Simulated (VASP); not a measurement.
# Cd2Au (P4_2/mnm) in VASP: notebook

Cd2Au is run at these levels: PBE; tasks: single point, relaxation of cell and atoms.

Everything below comes from runs of VASP 6.6.1. Logs are shortened: lines on timing, memory, paths and dates and some standing lists are left out, and cuts for length are marked.

## 1. The cell of the first run

Symmetry: P4_2/mnm, No. 136, tetragonal system. The conventional cell has a = 7.011 Å, b = 7.011 Å, c = 3.332 Å, α = 90.00°, β = 90.00°, γ = 90.00°. Cd (site symmetry m2m) has 3 Au at 2.72 to 2.79 Å and 2 Cd at 3.33 Å within 3.6 Å. Au (site symmetry mmm) has 6 Cd at 2.72 to 2.79 Å and 2 Au at 3.33 Å within 3.6 Å.

## 2. Single point, PBE

File INCAR:

```
SYSTEM = Cd2Au
ALGO = Fast
EDIFF = 1E-6
ENCUT = 520
GGA = PE
ISIF = 2
ISMEAR = 0
LASPH = .TRUE.
LCHARG = .FALSE.
LREAL = .FALSE.
LWAVE = .FALSE.
NBANDS = 44
NELM = 80
PREC = Accurate
SIGMA = 0.1
```

File KPOINTS:

```
k-points
0
G
  4 4 4
  0 0 0
```

File POSCAR:

```
Cd2Au
1.0
    7.0105461429      0.0000000000      0.0000000000
    0.0000000000      7.0105461429      0.0000000000
    0.0000000000      0.0000000000      3.3317858782
Cd Au
4 2
Direct
    0.2741725114      0.2741725114      0.0000000000
    0.2258274886      0.7741725114      0.5000000000
    0.7258274886      0.7258274886      0.0000000000
    0.7741725114      0.2258274886      0.5000000000
    0.0000000000      0.0000000000      0.0000000000
    0.5000000000      0.5000000000      0.5000000000
```

Potentials or basis: VASP PAW PBE potentials, release 64 (Cd, Au).

The run is started by

```bash
$ cat potpaw_PBE.64/Cd/POTCAR potpaw_PBE.64/Au/POTCAR > POTCAR
$ mpirun -np 1 vasp_std > vasp.out
```

OUTCAR:

```text
SYSTEM = Cd2Au
   EDIFF = 1E-6
   ENCUT = 520
   GGA = PE
   ISIF = 2
   ISMEAR = 0
   LASPH = .TRUE.
   LREAL = .FALSE.
   NELM = 80
   PREC = Accurate

 ion  position               nearest neighbor table
   1  0.274  0.274  0.000-   5 2.72   6 2.79   6 2.79
   2  0.226  0.774  0.500-   6 2.72   5 2.79   5 2.79
   3  0.726  0.726  0.000-   5 2.72   6 2.79   6 2.79
   4  0.774  0.226  0.500-   6 2.72   5 2.79   5 2.79
   5  0.000  0.000  0.000-   1 2.72   3 2.72   2 2.79   4 2.79   2 2.79   4 2.79
   6  0.500  0.500  0.500-   2 2.72   4 2.72   3 2.79   1 2.79   1 2.79   3 2.79

  LATTYP: Found a simple tetragonal cell.
 ALAT       =     7.0105461429
 C/A-ratio  =     0.4752533983

  Lattice vectors:

 A1 = (   7.0105461429,   0.0000000000,   0.0000000000)
 A2 = (   0.0000000000,   7.0105461429,   0.0000000000)
 A3 = (   0.0000000000,   0.0000000000,   3.3317858782)

Analysis of symmetry for initial positions (statically):
=====================================================================
 Subroutine PRICEL returns:
 Original cell was already a primitive cell.

 Routine SETGRP: Setting up the symmetry group for a
 simple tetragonal supercell.

 Subroutine GETGRP returns: Found 16 space group operations
 (whereof  8 operations were pure point group operations)
 out of a pool of 16 trial point group operations.

The static configuration has the point symmetry D_2h.
 The point group associated with its full space group is D_4h.

Analysis of symmetry for dynamics (positions and initial velocities):
=====================================================================
 Subroutine PRICEL returns:
 Original cell was already a primitive cell.

 Routine SETGRP: Setting up the symmetry group for a
 simple tetragonal supercell.

 Subroutine GETGRP returns: Found 16 space group operations
 (whereof  8 operations were pure point group operations)
 out of a pool of 16 trial point group operations.

The dynamic configuration has the point symmetry D_2h.
 The point group associated with its full space group is D_4h.

 Subroutine INISYM returns: Found 16 space group operations
 (whereof  8 operations are pure point group operations),
 and found     1 'primitive' translations

----------------------------------------------------------------------------------------

                                     Primitive cell

  volume of cell :     163.7498

  direct lattice vectors                    reciprocal lattice vectors
     7.010546143  0.000000000  0.000000000     0.142642239  0.000000000  0.000000000
     0.000000000  7.010546143  0.000000000     0.000000000  0.142642239  0.000000000
     0.000000000  0.000000000  3.331785878     0.000000000  0.000000000  0.300139336

  length of vectors
     7.010546143  7.010546143  3.331785878     0.142642239  0.142642239  0.300139336

  position of ions in fractional coordinates (direct lattice)
     0.274172511  0.274172511  0.000000000
     0.225827489  0.774172511  0.500000000
     0.725827489  0.725827489  0.000000000
     0.774172511  0.225827489  0.500000000
     0.000000000  0.000000000  0.000000000
     0.500000000  0.500000000  0.500000000

  ion indices of the primitive-cell ions
   primitive index   ion index
                 1           1
                 2           2
                 3           3
                 4           4
                 5           5
                 6           6

----------------------------------------------------------------------------------------

 KPOINTS: k-points

Automatic generation of k-mesh.
 Grid dimensions read from file:
 generate k-points for:    4    4    4

 Generating k-lattice:

  Cartesian coordinates                     Fractional coordinates (reciprocal lattice)
     0.035660560  0.000000000  0.000000000     0.250000000  0.000000000  0.000000000
     0.000000000  0.035660560  0.000000000     0.000000000  0.250000000  0.000000000
     0.000000000  0.000000000  0.075034834     0.000000000  0.000000000  0.250000000

  Length of vectors
     0.035660560  0.035660560  0.075034834

  Shift w.r.t. Gamma in fractional coordinates (k-lattice)
     0.000000000  0.000000000  0.000000000

 Subroutine IBZKPT returns following result:
 ===========================================

 Found     18 irreducible k-points:

 Following reciprocal coordinates:
            Coordinates               Weight
  0.000000  0.000000  0.000000      1.000000
  0.250000  0.000000  0.000000      4.000000
  0.500000  0.000000  0.000000      2.000000
  0.250000  0.250000  0.000000      4.000000
  0.500000  0.250000  0.000000      4.000000
  0.500000  0.500000  0.000000      1.000000
[... 10 lines left out ...]
  0.500000  0.250000  0.500000      4.000000
  0.500000  0.500000  0.500000      1.000000
   k-points           NKPTS =     18   k-points in BZ     NKDIM =     18   number of bands    NBANDS=     44
   number of dos      NEDOS =    301   number of ions     NIONS =      6
   total plane-waves  NPLWV =  81648
   dimension x,y,z NGX =    54 NGY =   54 NGZ =   28
   dimension x,y,z NGXF=   108 NGYF=  108 NGZF=   56
   ions per type =               4   2
   NGX,Y,Z   is equivalent  to a cutoff of  12.81, 12.81, 13.97 a.u.
   NGXF,Y,Z  is equivalent  to a cutoff of  25.61, 25.61, 27.94 a.u.
 SYSTEM =  Cd2Au
   PREC   = accura    normal or accurate (medium, high low for compatibility)
   ISTART =      0    job   : 0-new  1-cont  2-samecut
   ICHARG =      2    charge: 1-file 2-atom 10-const
   ISPIN  =      1    spin polarized calculation?
   LNONCOLLINEAR =      F non collinear calculations
   LSORBIT =      F    spin-orbit coupling
   LASPH  =      T    aspherical Exc in radial PAW
   ENCUT  =  520.0 eV  38.22 Ry    6.18 a.u.  13.03 13.03  6.19*2*pi/ulx,y,z
   NELM   =     80;   NELMIN=  2; NELMDL= -5     # of ELM steps
   EDIFF  = 0.1E-05   stopping-criterion for ELM
   LREAL  =      F    real-space projection
[... 7 lines left out ...]
   TEBEG  =    0.0;   TEEND  =   0.0 temperature during run
   PSTRESS=    0.0 pullay stress
   NELECT =      70.0000    total number of electrons
   NUPDOWN=      -1.0000    fix difference up-down
   EMIN   =  10.00;   EMAX   =-10.00  energy-range for DOS
   EFERMI =   0.00;   METHOD = LEGACY
   ISMEAR =     0;   SIGMA  =   0.10  broadening in eV -4-tet -1-fermi 0-gaus
   EFERMI_NEDOS =   21; number of points for ismear=-14 and -15
   IALGO  =     68    algorithm
   IMIX   =      4    mixing-type and parameters
     AMIX     =   0.40;   BMIX     =  1.00
     AMIX_MAG =   1.60;   BMIX_MAG =  1.00
  volume/ion in A,a.u.               =      27.29       184.17
  Fermi-wavevector in a.u.,A,eV,Ry     =   1.233239  2.330484 20.692807  1.520878
  Thomas-Fermi vector in A             =   2.367977
   LORBIT       =      0    0 simple, 1 ext, 2 COOP (PROOUT), +10 PAW based schemes
   GGA     = PE    functional components
   LHFCALC =     F    Hartree Fock is set to
   AEXX    =    0.0000 exact exchange contribution
   IVDW    =     0    specifies the selected vdW correction
   LEPSILON=     F    determine dielectric tensor
   LRPA    =     F    only Hartree local field effects (RPA)
 non-spin polarized calculation
 RMM-DIIS sequential band-by-band and
 Gauss-broadening in eV      SIGMA  =   0.10
  energy-cutoff  :      520.00
  volume of cell :      163.75
 maximum number of plane-waves:      4448
 NGX is ok and might be reduce to    54
   NGX = 27   NGY = 27   NGZ = 13

 number of electron      69.9999995 magnetization

 Free energy of the ion-electron system (eV)
  ---------------------------------------------------
  ext. energy  EPLUGINS =         0.00000000
  ---------------------------------------------------
  free energy    TOTEN  =        -9.56082628 eV

  energy without entropy =       -9.55024078  energy(sigma->0) =       -9.55553353

 E-fermi :   2.4073     XC(G=0):  -9.6354

 val. band max:        2.2528330013   @ k =   0.0000   0.0000   0.0000
 cond. band min:       2.4115193053   @ k =   0.5000   0.2500   0.5000
 fundamental gap:      0.1586863040
 Fermi energy:         2.4073372111

 k-point     1 :       0.0000    0.0000    0.0000
  band No.  band energies     occupation
      1      -6.6297      2.00000
      2      -6.5263      2.00000
      3      -6.3819      2.00000
      4      -6.3489      2.00000
      5      -6.3489      2.00000
      6      -6.3433      2.00000
[... 36 lines left out ...]
     43      10.7296      0.00000
     44      11.2641      0.00000

 k-point     2 :       0.2500    0.0000    0.0000
  band No.  band energies     occupation
      1      -6.5579      2.00000
      2      -6.5016      2.00000
      3      -6.3989      2.00000
      4      -6.3705      2.00000
      5      -6.3543      2.00000
      6      -6.3079      2.00000
[... 36 lines left out ...]
     43       9.4619      0.00000
     44      10.5422      0.00000

 k-point     3 :       0.5000    0.0000    0.0000
  band No.  band energies     occupation
      1      -6.4473      2.00000
      2      -6.4473      2.00000
      3      -6.4006      2.00000
      4      -6.4006      2.00000
      5      -6.3485      2.00000
      6      -6.3485      2.00000
[... 36 lines left out ...]
     43       9.5349      0.00000
     44       9.5350      0.00000

 k-point     4 :       0.2500    0.2500    0.0000
  band No.  band energies     occupation
      1      -6.5447      2.00000
      2      -6.4659      2.00000
      3      -6.4188      2.00000
      4      -6.3796      2.00000
      5      -6.3498      2.00000
      6      -6.2845      2.00000
[... 600 lines left out ...]
     43       7.0200      0.00000
     44       7.1531      0.00000

 k-point    17 :       0.5000    0.2500    0.5000
  band No.  band energies     occupation
      1      -6.5258      2.00000
      2      -6.5258      2.00000
      3      -6.3473      2.00000
      4      -6.3473      2.00000
      5      -6.2880      2.00000
      6      -6.2880      2.00000
[... 36 lines left out ...]
     43       7.2679      0.00000
     44       7.2680      0.00000

 k-point    18 :       0.5000    0.5000    0.5000
  band No.  band energies     occupation
      1      -6.5149      2.00000
      2      -6.5149      2.00000
      3      -6.3721      2.00000
      4      -6.3721      2.00000
      5      -6.2981      2.00000
      6      -6.2981      2.00000
[... 36 lines left out ...]
     43       7.7740      0.00000
     44       7.8103      0.00000

------------------------ aborting loop because EDIFF is reached ----------------------------------------

  FORCE on cell =-STRESS in cart. coord.  units (eV):
  Direction    XX          YY          ZZ          XY          YZ          ZX
  --------------------------------------------------------------------------------------
  -------------------------------------------------------------------------------------
  Total        0.6467593      0.6467593      0.5844288     -0.0000000      0.0000000      0.0000000
  in kB        6.3280875      6.3280875      5.7182270     -0.0000000      0.0000000      0.0000000
  external PRESSURE =       6.1248007 kB  Pullay stress =       0.0000000 kB

 VOLUME and BASIS-vectors are now :
 -----------------------------------------------------------------------------
  energy-cutoff  :      520.00
  volume of cell :      163.75
      direct lattice vectors                 reciprocal lattice vectors
     7.010546143  0.000000000  0.000000000     0.142642239  0.000000000  0.000000000
     0.000000000  7.010546143  0.000000000     0.000000000  0.142642239  0.000000000
     0.000000000  0.000000000  3.331785878     0.000000000  0.000000000  0.300139336

 POSITION                                       TOTAL-FORCE (eV/Angst)
 -----------------------------------------------------------------------------------
      1.92210      1.92210      0.00000         0.010332      0.010332      0.000000
      1.58317      5.42737      1.66589        -0.010332      0.010332      0.000000
      5.08845      5.08845      0.00000        -0.010332     -0.010332      0.000000
      5.42737      1.58317      1.66589         0.010332     -0.010332      0.000000
      0.00000      0.00000      0.00000         0.000000      0.000000      0.000000
      3.50527      3.50527      1.66589         0.000000      0.000000      0.000000
 -----------------------------------------------------------------------------------
    total drift:                                0.000000      0.000000      0.000000

  FREE ENERGIE OF THE ION-ELECTRON SYSTEM (eV)
  ---------------------------------------------------
  free  energy   TOTEN  =        -9.5608262807 eV

  energy  without entropy=       -9.5502407752  energy(sigma->0) =       -9.55553353
```

Wall time 68 s (1 thread of Intel Xeon 6975P-C (Granite Rapids), shared host); peak memory 0.33 GiB.

Results:

- Free energy: -9.5608 eV
- Pressure: 0.6 GPa
- Largest force: 0.015 eV/Å
- Band gap on the k mesh: zero (bands 35 and 36 overlap by 4.19 eV)

Forces on the atoms (eV/Å):
```
Cd   0.010  0.010  0.000
Cd  -0.010  0.010  0.000
Cd  -0.010 -0.010  0.000
Cd   0.010 -0.010  0.000
Au   0.000  0.000  0.000
Au   0.000  0.000  0.000
```

Levels at points of the mesh, in eV from the Fermi level:
| k point | band 31 | band 32 | band 33 | band 34 | band 35 | band 36 | band 37 | band 38 | band 39 | band 40 |
| --- | --- | --- | --- | --- | --- | --- | --- | --- | --- | --- |
| (0.00, 0.00, 0.00) | -3.81 | -3.81 | -3.47 | -3.47 | -0.20 | -0.20 | -0.15 | 1.04 | 2.27 | 5.81 |
| (0.50, 0.00, 0.00) | -3.62 | -3.62 | -2.47 | -2.47 | -1.96 | -1.96 | 1.99 | 1.99 | 4.56 | 4.56 |
| (0.50, 0.50, 0.00) | -3.80 | -3.80 | -3.48 | -3.48 | 0.98 | 0.98 | 2.30 | 2.30 | 3.14 | 3.14 |
| (0.00, 0.00, 0.50) | -2.32 | -2.32 | -0.39 | -0.39 | 0.01 | 0.01 | 0.52 | 0.52 | 3.03 | 3.03 |
| (0.50, 0.00, 0.50) | -2.17 | -2.17 | -1.66 | -1.66 | 0.39 | 0.39 | 1.56 | 1.56 | 2.39 | 2.39 |
| (0.50, 0.50, 0.50) | -1.62 | -1.62 | -1.49 | -1.49 | -0.39 | -0.39 | -0.19 | -0.19 | 4.84 | 4.84 |

Caveat: the k points lie up to 0.47 Å⁻¹ apart, too coarse for converged energies and pressures of a metal; spin-orbit coupling is left out, which moves the levels of the heavy elements.

(Part 1 of 2 ends here.)

The gap in the log of VASP goes by the Fermi energy; the results here count the filled bands.